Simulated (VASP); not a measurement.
CuO2: single point with PBEsol

Crystal: CuO2.

```
Cu O
1.0
     1.41261   -5.21075    0.00000
     1.41261    5.21075    0.00000
     0.00000    0.00000    4.34342
Cu O
2 4
Direct
  0.83275 0.16725 0.25000
  0.16725 0.83275 0.75000
  0.44851 0.55149 0.25000
  0.55149 0.44851 0.75000
  0.21103 0.78897 0.25000
  0.78897 0.21103 0.75000
```

- Program: VASP 6.6.1
- Task: single point
- Functional: PBEsol
- Potentials or basis: VASP PAW PBE potentials, release 64 (Cu, O)
- Cutoff: 520 eV
- k mesh: 8 × 8 × 4
- Occupations: gaussian, width 0.1 eV
- Spin: collinear spin
- Starting moments: [0.0, 0.0, 0.38, 0.38, 0.0, 0.0] μB

| Quantity | Value |
| --- | --- |
| Pressure | -7.8 GPa |
| Largest force | 0.395 eV/Å |
| Band gap on the k mesh | zero (filled and empty bands overlap) |
| Net moment | 0.00 μB per cell |
| Valence electrons inside the program's atomic spheres | Cu 9.95; O 4.79, 4.86 |

Forces in eV/Å, atoms in the order of the input:
```
Cu   0.000  0.012  0.000
Cu   0.000 -0.012  0.000
O    0.000  0.273  0.000
O    0.000 -0.273  0.000
O    0.000 -0.395  0.000
O    0.000  0.395  0.000
```

Stress tensor (GPa, compression positive):
```
-8.58  0.00  0.00
 0.00 -7.36  0.00
 0.00  0.00 -7.41
```

Levels at points of the mesh, in eV from the Fermi level:
Spin up:
| k point | band 19 | band 20 | band 21 | band 22 | band 23 | band 24 | band 25 | band 26 | band 27 | band 28 |
| --- | --- | --- | --- | --- | --- | --- | --- | --- | --- | --- |
| (0.00, 0.00, 0.00) | -1.43 | -1.34 | -1.11 | -1.08 | -0.61 | -0.09 | 0.96 | 1.24 | 5.90 | 10.21 |
| (0.50, 0.00, 0.00) | -2.29 | -1.92 | -1.91 | -1.74 | -1.36 | 0.35 | 0.60 | 0.69 | 10.09 | 10.47 |
| (0.50, 0.50, 0.00) | -1.99 | -1.53 | -1.25 | -1.21 | -0.99 | 0.37 | 1.11 | 1.25 | 7.45 | 8.32 |
| (0.00, 0.00, 0.50) | -1.68 | -1.68 | -1.01 | -1.01 | 0.28 | 0.28 | 1.11 | 1.11 | 8.48 | 8.48 |
| (0.50, 0.00, 0.50) | -2.83 | -2.83 | -0.80 | -0.80 | 0.25 | 0.25 | 0.75 | 0.75 | 9.88 | 9.88 |
| (0.50, 0.50, 0.50) | -1.91 | -1.91 | -0.55 | -0.55 | 0.05 | 0.05 | 1.20 | 1.20 | 9.29 | 9.29 |
Spin down:
```csv
k point,band 19,band 20,band 21,band 22,band 23,band 24,band 25,band 26,band 27,band 28
"(0.00, 0.00, 0.00)",-1.43,-1.34,-1.11,-1.08,-0.61,-0.09,0.96,1.24,5.90,10.21
"(0.50, 0.00, 0.00)",-2.29,-1.92,-1.91,-1.74,-1.36,0.35,0.60,0.69,10.09,10.47
"(0.50, 0.50, 0.00)",-1.99,-1.53,-1.25,-1.21,-0.99,0.37,1.11,1.24,7.45,8.32
"(0.00, 0.00, 0.50)",-1.68,-1.68,-1.01,-1.01,0.28,0.28,1.11,1.11,8.48,8.48
"(0.50, 0.00, 0.50)",-2.83,-2.83,-0.80,-0.80,0.25,0.25,0.75,0.75,9.88,9.88
"(0.50, 0.50, 0.50)",-1.92,-1.92,-0.55,-0.55,0.04,0.04,1.20,1.20,9.29,9.29
```

It took 22 min on 1 thread of AMD EPYC 7R13 Processor (Zen 3), on a shared host, peak memory 0.35 GiB.

Caveat: the k points lie up to 0.36 Å⁻¹ apart; the PAW data sets were made with another functional, which shifts forces and pressure a little; semilocal functionals often make such compounds metallic where correlation or magnetic order opens a gap, which also shifts bond lengths. With open d or f shells a metallic result of PBEsol can be an artefact of self-interaction; +U or a hybrid may open a gap.
